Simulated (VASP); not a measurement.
# GeB3Br3 (Pm-3m) in VASP: single point with PBE

Aim: the single point of GeB3Br3 with PBE.

Program: VASP 6.6.1. These are calculated values, not measurements. Logs are shortened: lines on timing, memory, paths and dates and some standing lists are left out, and cuts for length are marked.

## 1. The cell of the first run

Symmetry: Pm-3m, No. 221, cubic system. The conventional cell has a = 5.194 Å, b = 5.194 Å, c = 5.194 Å, α = 90.00°, β = 90.00°, γ = 90.00°. B (site symmetry 4/mmm) has 2 Ge at 2.60 Å and 4 Br at 2.60 Å within 3.4 Å. Within 3.4 Å of Ge (site symmetry m-3m) lie 6 B at 2.60 Å. Within 3.4 Å of Br (site symmetry 4/mmm) lie 4 B at 2.60 Å.

## 2. Single point, PBE

The input, INCAR:

```
  ALGO = Normal
  EDIFF = 1E-6
  ENCUT = 520
  GGA = PE
  ISIF = 2
  ISMEAR = 0
  LASPH = True
  LCHARG = True
  LELF = True
  LREAL = False
  LVHAR = True
  LWAVE = False
  NBANDS = 31
  NELM = 60
  PREC = Accurate
  SIGMA = 0.0332
```

The input, KPOINTS:

```
k-points
0
Gamma
  7 7 7
```

The input, POSCAR:

```
GeB3Br3
1.0
    5.1943300000      0.0000000000      0.0000000000
    0.0000000000      5.1943300000      0.0000000000
    0.0000000000      0.0000000000      5.1943300000
B Ge Br
3 1 3
Direct
    0.5000000000      0.5000000000      0.0000000000
    0.0000000000      0.5000000000      0.5000000000
    0.5000000000      0.0000000000      0.5000000000
    0.5000000000      0.5000000000      0.5000000000
    0.5000000000      0.0000000000      0.0000000000
    0.0000000000      0.5000000000      0.0000000000
    0.0000000000      0.0000000000      0.5000000000
```

Potentials or basis: VASP PAW PBE potentials, release 64 (B, Ge_d, Br).

Started as:

```console
> cat potpaw_PBE.64/B/POTCAR potpaw_PBE.64/Ge_d/POTCAR potpaw_PBE.64/Br/POTCAR > POTCAR
> mpirun -np 1 vasp_std > vasp.out
```

OUTCAR:

```text
EDIFF = 1E-6
   ENCUT = 520
   GGA = PE
   ISIF = 2
   ISMEAR = 0
   LASPH = True
   LREAL = False
   NELM = 60
   PREC = Accurate

 ion  position               nearest neighbor table
   1  0.500  0.500  0.000-
   2  0.000  0.500  0.500-
   3  0.500  0.000  0.500-
   4  0.500  0.500  0.500-
   5  0.500  0.000  0.000-
   6  0.000  0.500  0.000-
   7  0.000  0.000  0.500-

  LATTYP: Found a simple cubic cell.
 ALAT       =     5.1943300000

  Lattice vectors:

 A1 = (   5.1943300000,   0.0000000000,   0.0000000000)
 A2 = (   0.0000000000,   5.1943300000,   0.0000000000)
 A3 = (   0.0000000000,   0.0000000000,   5.1943300000)

Analysis of symmetry for initial positions (statically):
=====================================================================
 Subroutine PRICEL returns:
 Original cell was already a primitive cell.

 Routine SETGRP: Setting up the symmetry group for a
 simple cubic supercell.

 Subroutine GETGRP returns: Found 48 space group operations
 (whereof 48 operations were pure point group operations)
 out of a pool of 48 trial point group operations.

The static configuration has the point symmetry O_h .

Analysis of symmetry for dynamics (positions and initial velocities):
=====================================================================
 Subroutine PRICEL returns:
 Original cell was already a primitive cell.

 Routine SETGRP: Setting up the symmetry group for a
 simple cubic supercell.

 Subroutine GETGRP returns: Found 48 space group operations
 (whereof 48 operations were pure point group operations)
 out of a pool of 48 trial point group operations.

The dynamic configuration has the point symmetry O_h .

 Subroutine INISYM returns: Found 48 space group operations
 (whereof 48 operations are pure point group operations),
 and found     1 'primitive' translations

----------------------------------------------------------------------------------------

                                     Primitive cell

  volume of cell :     140.1486

  direct lattice vectors                    reciprocal lattice vectors
     5.194330000  0.000000000  0.000000000     0.192517611  0.000000000  0.000000000
     0.000000000  5.194330000  0.000000000     0.000000000  0.192517611  0.000000000
     0.000000000  0.000000000  5.194330000     0.000000000  0.000000000  0.192517611

  length of vectors
     5.194330000  5.194330000  5.194330000     0.192517611  0.192517611  0.192517611

  position of ions in fractional coordinates (direct lattice)
     0.500000000  0.500000000  0.000000000
     0.000000000  0.500000000  0.500000000
     0.500000000  0.000000000  0.500000000
     0.500000000  0.500000000  0.500000000
     0.500000000  0.000000000  0.000000000
     0.000000000  0.500000000  0.000000000
     0.000000000  0.000000000  0.500000000

  ion indices of the primitive-cell ions
   primitive index   ion index
                 1           1
                 2           2
                 3           3
                 4           4
                 5           5
                 6           6
                 7           7

----------------------------------------------------------------------------------------

 KPOINTS: k-points

Automatic generation of k-mesh.
 Grid dimensions read from file:
 generate k-points for:    7    7    7

 Generating k-lattice:

  Cartesian coordinates                     Fractional coordinates (reciprocal lattice)
     0.027502516  0.000000000  0.000000000     0.142857143  0.000000000  0.000000000
     0.000000000  0.027502516  0.000000000     0.000000000  0.142857143  0.000000000
     0.000000000  0.000000000  0.027502516     0.000000000  0.000000000  0.142857143

  Length of vectors
     0.027502516  0.027502516  0.027502516

  Shift w.r.t. Gamma in fractional coordinates (k-lattice)
     0.000000000  0.000000000  0.000000000

 Subroutine IBZKPT returns following result:
 ===========================================

 Found     20 irreducible k-points:

 Following reciprocal coordinates:
            Coordinates               Weight
  0.000000  0.000000  0.000000      1.000000
  0.142857  0.000000  0.000000      6.000000
  0.285714  0.000000  0.000000      6.000000
  0.428571  0.000000  0.000000      6.000000
  0.142857  0.142857  0.000000     12.000000
  0.285714  0.142857  0.000000     24.000000
[... 12 lines left out ...]
  0.428571  0.428571  0.285714     24.000000
  0.428571  0.428571  0.428571      8.000000
   k-points           NKPTS =     20   k-points in BZ     NKDIM =     20   number of bands    NBANDS=     31
   number of dos      NEDOS =    301   number of ions     NIONS =      7
   total plane-waves  NPLWV =  64000
   dimension x,y,z NGX =    40 NGY =   40 NGZ =   40
   dimension x,y,z NGXF=    80 NGYF=   80 NGZF=   80
   ions per type =               3   1   3
   NGX,Y,Z   is equivalent  to a cutoff of  12.80, 12.80, 12.80 a.u.
   NGXF,Y,Z  is equivalent  to a cutoff of  25.60, 25.60, 25.60 a.u.
 SYSTEM =  unknown system
   PREC   = accura    normal or accurate (medium, high low for compatibility)
   ISTART =      0    job   : 0-new  1-cont  2-samecut
   ICHARG =      2    charge: 1-file 2-atom 10-const
   ISPIN  =      1    spin polarized calculation?
   LNONCOLLINEAR =      F non collinear calculations
   LSORBIT =      F    spin-orbit coupling
   LASPH  =      T    aspherical Exc in radial PAW
   ENCUT  =  520.0 eV  38.22 Ry    6.18 a.u.   9.66  9.66  9.66*2*pi/ulx,y,z
   NELM   =     60;   NELMIN=  2; NELMDL= -5     # of ELM steps
   EDIFF  = 0.1E-05   stopping-criterion for ELM
   LREAL  =      F    real-space projection
   EDIFFG = 0.1E-04   stopping-criterion for IOM
   NSW    =      0    number of steps for IOM
   IBRION =     -1    ionic relax: 0-MD 1-quasi-New 2-CG
   NFREE  =      0    steps in history (QN), initial steepest desc. (CG)
   ISIF   =      2    stress and relaxation
   ISYM   =      2    0-nonsym 1-usesym 2-fastsym
   POTIM  = 0.5000    time-step for ionic-motion
   TEBEG  =    0.0;   TEEND  =   0.0 temperature during run
   PSTRESS=    0.0 pullay stress
   NELECT =      44.0000    total number of electrons
   NUPDOWN=      -1.0000    fix difference up-down
   EMIN   =  10.00;   EMAX   =-10.00  energy-range for DOS
   EFERMI =   0.00;   METHOD = LEGACY
   ISMEAR =     0;   SIGMA  =   0.03  broadening in eV -4-tet -1-fermi 0-gaus
   EFERMI_NEDOS =   21; number of points for ismear=-14 and -15
   IALGO  =     38    algorithm
   IMIX   =      4    mixing-type and parameters
     AMIX     =   0.40;   BMIX     =  1.00
     AMIX_MAG =   1.60;   BMIX_MAG =  1.00
  volume/ion in A,a.u.               =      20.02       135.11
  Fermi-wavevector in a.u.,A,eV,Ry     =   1.112661  2.102624 16.844209  1.238014
  Thomas-Fermi vector in A             =   2.249238
   LORBIT       =      0    0 simple, 1 ext, 2 COOP (PROOUT), +10 PAW based schemes
   GGA     = PE    functional components
   LHFCALC =     F    Hartree Fock is set to
   AEXX    =    0.0000 exact exchange contribution
   IVDW    =     0    specifies the selected vdW correction
   LEPSILON=     F    determine dielectric tensor
   LRPA    =     F    only Hartree local field effects (RPA)
 non-spin polarized calculation
 Gauss-broadening in eV      SIGMA  =   0.03
  energy-cutoff  :      520.00
  volume of cell :      140.15
 maximum number of plane-waves:      3799
 NGX is ok and might be reduce to    40
   NGX = 19   NGY = 19   NGZ = 19

 number of electron      44.0000030 magnetization

 Free energy of the ion-electron system (eV)
  ---------------------------------------------------
  ext. energy  EPLUGINS =         0.00000000
  ---------------------------------------------------
  free energy    TOTEN  =       -21.65241750 eV

  energy without entropy =      -21.65158048  energy(sigma->0) =      -21.65199899

 E-fermi :   2.4644     XC(G=0):  -9.5026

 val. band max:        2.3925762345   @ k =   0.4286   0.1429   0.0000
 cond. band min:       2.4869752504   @ k =   0.4286   0.1429   0.1429
 fundamental gap:      0.0943990159
 Fermi energy:         2.4643707069

 k-point     1 :       0.0000    0.0000    0.0000
  band No.  band energies     occupation
      1     -21.5622      2.00000
      2     -21.5622      2.00000
      3     -21.5550      2.00000
      4     -21.5550      2.00000
      5     -21.5550      2.00000
      6     -12.9212      2.00000
[... 23 lines left out ...]
     30       8.2420      0.00000
     31       8.2572      0.00000

 k-point     2 :       0.1429    0.0000    0.0000
  band No.  band energies     occupation
      1     -21.5622      2.00000
      2     -21.5621      2.00000
      3     -21.5551      2.00000
      4     -21.5551      2.00000
      5     -21.5550      2.00000
      6     -12.8795      2.00000
[... 23 lines left out ...]
     30       8.1121      0.00000
     31       8.3573      0.00000

 k-point     3 :       0.2857    0.0000    0.0000
  band No.  band energies     occupation
      1     -21.5622      2.00000
      2     -21.5620      2.00000
      3     -21.5551      2.00000
      4     -21.5551      2.00000
      5     -21.5550      2.00000
      6     -12.7639      2.00000
[... 23 lines left out ...]
     30       8.0757      0.00000
     31       8.6503      0.00000

 k-point     4 :       0.4286    0.0000    0.0000
  band No.  band energies     occupation
      1     -21.5621      2.00000
      2     -21.5620      2.00000
      3     -21.5551      2.00000
      4     -21.5551      2.00000
      5     -21.5550      2.00000
      6     -12.6149      2.00000
[... 499 lines left out ...]
     30       6.1407      0.00000
     31       7.6781      0.00000

 k-point    19 :       0.4286    0.4286    0.2857
  band No.  band energies     occupation
      1     -21.5619      2.00000
      2     -21.5619      2.00000
      3     -21.5553      2.00000
      4     -21.5552      2.00000
      5     -21.5552      2.00000
      6     -12.3133      2.00000
[... 23 lines left out ...]
     30       6.1217      0.00000
     31       7.3848      0.00000

 k-point    20 :       0.4286    0.4286    0.4286
  band No.  band energies     occupation
      1     -21.5619      2.00000
      2     -21.5619      2.00000
      3     -21.5553      2.00000
      4     -21.5553      2.00000
      5     -21.5553      2.00000
      6     -12.2626      2.00000
[... 23 lines left out ...]
     30       5.9690      0.00000
     31       7.1122      0.00000

------------------------ aborting loop because EDIFF is reached ----------------------------------------

  FORCE on cell =-STRESS in cart. coord.  units (eV):
  Direction    XX          YY          ZZ          XY          YZ          ZX
  --------------------------------------------------------------------------------------
  -------------------------------------------------------------------------------------
  Total       -7.0601175     -7.0601175     -7.0601175      0.0000000      0.0000000     -0.0000000
  in kB      -80.7112178    -80.7112178    -80.7112178      0.0000000      0.0000000     -0.0000000
  external PRESSURE =     -80.7112178 kB  Pullay stress =       0.0000000 kB

 VOLUME and BASIS-vectors are now :
 -----------------------------------------------------------------------------
  energy-cutoff  :      520.00
  volume of cell :      140.15
      direct lattice vectors                 reciprocal lattice vectors
     5.194330000  0.000000000  0.000000000     0.192517611  0.000000000  0.000000000
     0.000000000  5.194330000  0.000000000     0.000000000  0.192517611  0.000000000
     0.000000000  0.000000000  5.194330000     0.000000000  0.000000000  0.192517611

 POSITION                                       TOTAL-FORCE (eV/Angst)
 -----------------------------------------------------------------------------------
      2.59716      2.59716      0.00000         0.000000      0.000000      0.000000
      0.00000      2.59716      2.59716         0.000000      0.000000      0.000000
      2.59716      0.00000      2.59716         0.000000      0.000000      0.000000
      2.59716      2.59716      2.59716         0.000000      0.000000      0.000000
      2.59716      0.00000      0.00000         0.000000      0.000000      0.000000
      0.00000      2.59716      0.00000         0.000000      0.000000      0.000000
      0.00000      0.00000      2.59716         0.000000      0.000000      0.000000
 -----------------------------------------------------------------------------------
    total drift:                               -0.000000      0.000000     -0.000000

  FREE ENERGIE OF THE ION-ELECTRON SYSTEM (eV)
  ---------------------------------------------------
  free  energy   TOTEN  =       -21.6524174971 eV

  energy  without entropy=      -21.6515804777  energy(sigma->0) =      -21.65199899
```

Wall time 2 min (1 thread of AMD EPYC 7R43 (Zen 3), shared host); peak memory 0.24 GiB.

Results:

| Property | Result |
| --- | --- |
| Free energy | -21.6524 eV |
| Pressure | -8.1 GPa |
| Band gap on the k mesh | zero (bands 22 and 23 overlap by 2.18 eV) |

Levels at points of the mesh, in eV from the Fermi level:
```csv
k point,band 20,band 21,band 22,band 23,band 24,band 25
"(0.00, 0.00, 0.00)",-1.61,-0.90,-0.36,-0.36,-0.36,5.28
```

Caveat: the cell stands under tension.
